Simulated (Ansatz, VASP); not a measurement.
MoS2 in VASP and in Ansatz

```
Mo S
1.0
     3.16900    0.00000    0.00000
    -1.58450    2.74443    0.00000
     0.00000    0.00000   12.32400
Mo S
2 4
Cartesian
  1.5845 0.9148 9.2430
  0.0000 1.8296 3.0810
  1.5845 0.9148 4.6461
  0.0000 1.8296 10.8081
  1.5845 0.9148 1.5159
  0.0000 1.8296 7.6779
```

Alike in both runs: task relaxation of cell and atoms; functional PBEsol; dispersion D3(BJ); k mesh 10 × 10 × 3; occupations fermi-dirac, width 0.05 eV; no spin polarisation.

```csv
,VASP,Ansatz
version,VASP 6.6.1,Ansatz 0.2.0
potentials or method,"VASP PAW PBE potentials, release 64 (Mo_sv, S)",Ansatz PAW
plane-wave cutoff (eV),600,420
valence electrons in the cell,52,52
```

```tsv
	VASP	Ansatz	Ansatz less VASP
gap on the k mesh at the Fermi level, each at its own relaxed structure (eV)	0.60	0.57	-0.025
relaxed volume (Å³/atom)	16.34	16.33	-0.002
relaxed length of the cell vector where the two differ most in proportion (Å)	11.715	11.708	-0.0070
```

VASP's potentials were made for PBE, not for PBEsol.

Noted on Ansatz's run: odd divisions of the mesh miss points on the zone boundary, where band edges often lie, so the gap on the mesh can be too wide; the plane-wave basis is chosen anew once the cell has moved, so the energies of steps on either side of that aren't comparable.
